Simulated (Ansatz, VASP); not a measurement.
**Two plane-wave programs on MoPb**

```
Mo Pb
1.0
     3.41111    0.00000    0.00000
     0.00000    3.41111    0.00000
     0.00000    0.00000    3.41111
Mo Pb
1 1
Cartesian
  0.0000 0.0000 0.0000
  1.7056 1.7056 1.7056
```

Alike in both runs: functional PBE; k mesh 16 × 16 × 16; occupations gaussian, width 0.1 eV; no spin polarisation.

Ansatz relaxed the structure, and its values are those at the end. VASP's run is a single point on that final structure, the one shown.

```csv
,VASP,Ansatz
version,VASP 6.6.1,Ansatz 0.2.0
potentials or method,"VASP PAW PBE potentials, release 64 (Mo_sv, Pb_d), cutoff 520 eV","scalar-relativistic, plane waves, PAW"
valence electrons in the cell,28,28
```

```csv
,VASP,Ansatz,Ansatz less VASP
gap on the k mesh at the Fermi level (eV),none,none,-
pressure (GPa),0.1,0.0,-0.12
```

A gap of «none» marks a metal or a gap that the smearing closes. With one functional, cell and mesh, what is left measures potentials, basis and numerics.

Neither program's run includes spin-orbit coupling.
